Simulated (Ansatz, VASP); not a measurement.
# Co in VASP and in Ansatz

INCAR

```
SYSTEM = Co
ALGO = Normal
EDIFF = 1E-7
ENCUT = 520
ISIF = 2
ISMEAR = -1
ISPIN = 2
LASPH = .TRUE.
LCHARG = .TRUE.
LELF = .TRUE.
LMAXMIX = 4
LORBIT = 11
LREAL = .FALSE.
LVHAR = .TRUE.
LWAVE = .FALSE.
MAGMOM = 1.8 1.8
NBANDS = 20
NELM = 150
PREC = Accurate
SIGMA = 0.1
```

Contents of KPOINTS:

```
k-points
0
G
  14 14 8
  0 0 0
```

File POSCAR:

```
Co
1.0
    2.4873650000      0.0000000000      0.0000000000
   -1.2436820000      2.1541210000      0.0000000000
    0.0000000000      0.0000000000      4.0632900000
Co
2
Direct
    0.6666666667      0.3333333333      0.2598610000
    0.3333333333      0.6666666667      0.7401390000
```

Input for Ansatz:

```yaml
crystal:
  lattice:
    - [2.487365, 0.0, 0.0]
    - [-1.243682, 2.154121, 0.0]
    - [0.0, 0.0, 4.06329]
  atoms:
    - { symbol: Co, position: [0.6666666666666666, 0.3333333333333333, 0.259861], spin: 1.8 }
    - { symbol: Co, position: [0.3333333333333333, 0.6666666666666666, 0.740139], spin: 1.8 }
basis:
  ecutwfc: 420.0
kpoints:
  mp_grid:
    grid: [14, 14, 8]
hamiltonian:
  xc: lda
  pseudopotentials:
    kind: paw
magnetization:
  spin_polarized: true
scf:
  occupations:
    method: fermi_dirac
output:
  stress: true
```

Alike in both runs: task single point; functional LDA; k mesh 14 × 14 × 8; collinear spin.

|  | VASP | Ansatz |
| --- | --- | --- |
| version | VASP 6.6.1 | Ansatz 0.2.0 |
| potentials or method | VASP PAW LDA potentials, release 64 (Co), cutoff 520 eV | plane waves, PAW |
| occupations | fermi-dirac, width 0.1 eV | fermi-dirac |
| valence electrons in the cell | 18 | 34 |

Ansatz gave:

| Property | Result |
| --- | --- |
| pressure (GPa) | -17.9 |
| traceless stress, the component that is largest in VASP (GPa) | -1.26 |
| net moment per atom (μB) | 1.56 |
| size of the moment on the site where the two differ most (μB) | 1.61 |

**Question.** What did VASP give for the same quantities?

**Answer.** Pressure (GPa): -18.7; traceless stress, the component that is largest in VASP (GPa): -1.32; net moment per atom (μB): 1.53; size of the moment on the site where the two differ most (μB): 1.53.

LDA's correlation is that of Perdew and Zunger in VASP and of Perdew and Wang (1992) in Ansatz. Site moments also hang on the region over which each program counts them. VASP's potentials hold 18 valence electrons a cell and Ansatz's 34, so a difference there can come from the potentials and not from the codes.
